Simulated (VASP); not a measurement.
Sb:

```
Sb
1.0
     2.11077    1.21865    3.91417
    -2.11077    1.21865    3.91417
     0.00000   -2.43731    3.91417
Sb
2
Direct
  0.22754 0.22754 0.22754
  0.77246 0.77246 0.77246
```

```yaml
Program: VASP 6.6.1
Task: relaxation of cell and atoms
Functional: PBE
Potentials_or_basis: VASP PAW PBE potentials, release 64 (Sb)
Cutoff: 600 eV
k_mesh: 6 × 6 × 6
Occupations: gaussian, width 0.05 eV
Spin: no spin polarisation
```

At the start: pressure 5.8 GPa; volume 30.21 Å³/atom.

How do energy, volume and symmetry change on relaxing?

Over 10 steps the energy falls by 60.6 meV/atom and the volume is 32.16 Å³/atom (+6.5 %); space group R-3m (No. 166, to 0.05 Å).

The path:
| step | energy change (eV) | largest force (eV/Å) | pressure (GPa) | volume (Å³) |
| --- | --- | --- | --- | --- |
| 1 | 0.0000 | 0.9691 | 5.81 | 60.41 |
| 2 | -0.0446 | 0.4621 | -3.62 | 70.50 |
| 3 | -0.1145 | 0.0750 | -0.24 | 65.70 |
| 4 | -0.1145 | 0.0899 | -0.14 | 65.60 |
| 5 | -0.1167 | 0.0811 | -0.10 | 65.32 |
| 6 | -0.1206 | 0.0567 | 0.08 | 64.47 |
| 7 | -0.1149 | 0.0068 | 0.63 | 62.75 |
| 8 | -0.1209 | 0.0541 | 0.18 | 64.13 |
| 9 | -0.1207 | 0.0413 | -0.35 | 64.59 |
| 10 | -0.1212 | 0.0140 | -0.04 | 64.32 |

Final structure:
```xyz
2
Lattice="2.1901 1.2644 3.8711 -2.1901 1.2644 3.8711 0.0000 -2.5289 3.8711" Properties=species:S:1:pos:R:3 pbc="T T T"
Sb    0.0000    0.0000    2.6888
Sb    0.0000    0.0000    8.9244
```
